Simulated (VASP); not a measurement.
Set up this calculation in VASP 6.6.1, as the native input.

- Task: relaxation of cell and atoms
- Functional: PBE
- Potentials or basis: VASP PAW PBE potentials, release 64 (Si)
- Cutoff: 600 eV
- k mesh: 4 × 4 × 4
- Occupations: gaussian, width 0.2 eV
- Spin: no spin polarisation
- Dipole correction: no
- Further INCAR settings: ALGO = Normal; EDIFF = 1e-07; IBRION = 2; EDIFFG = -0.025; NSW = 80; ISIF = 3

The structure of Si lies in POSCAR:

```
Si
1.0
    5.0868778835     -0.0578158067     -0.0148420672
   -0.0578158067      5.0561540256      0.0680406211
   -0.0148420672      0.0680406211      5.0572907323
Si
8
Direct
    0.2451952860      0.2214924591      0.2597055126
    0.2457781366      0.3196201339      0.7411091259
    0.1983227541      0.7343766925      0.2385336503
    0.2324967956      0.7305545749      0.7592785855
    0.7813477372      0.2001604291      0.2287956581
    0.7882625526      0.2636993692      0.7235375924
    0.7747105610      0.7405790691      0.2955487171
    0.7338861769      0.7895172722      0.7534911581
```

One way to write it, as run:

INCAR

```
PREC = Accurate
ENCUT = 600
EDIFF = 1E-7
ISMEAR = 0
SIGMA = 0.2
LREAL = F
LASPH = T
NELM = 80
ALGO = Normal
ISIF = 3
LWAVE = F
LCHARG = F
GGA = PE
IBRION = 2
NSW = 80
EDIFFG = -0.025
```

KPOINTS

```
Automatic mesh
0
Gamma
  4 4 4
```

Potentials or basis: VASP PAW PBE potentials, release 64 (Si).

Command:

```bash
$ cat potpaw_PBE.64/Si/POTCAR > POTCAR
$ mpirun -np 1 vasp_std > vasp.out
```

Results of the run:

The relaxed volume is 17.59 Å³/atom, the relaxed cell is a = 4.782 Å, b = 6.154 Å, c = 4.781 Å, α = 90.05°, β = 89.97°, γ = 89.96° and the space group after relaxing (to 0.1 Å) is I4/mmm (No. 139). The energy gained by relaxing is 301.7 meV/atom, the ionic steps are 63 and the pressure after relaxing is -0.1 GPa. The largest force after relaxing is 0.021 eV/Å and the band gap on the k mesh is zero (bands 16 and 17 overlap by 2.34 eV).

Caveat: a cell axis changed by over 15 % at a fixed basis, so the end point is rough.

Run time: 95 min on 1 thread of AMD EPYC 7R13, with other jobs on the host, peak memory 0.31 GiB.
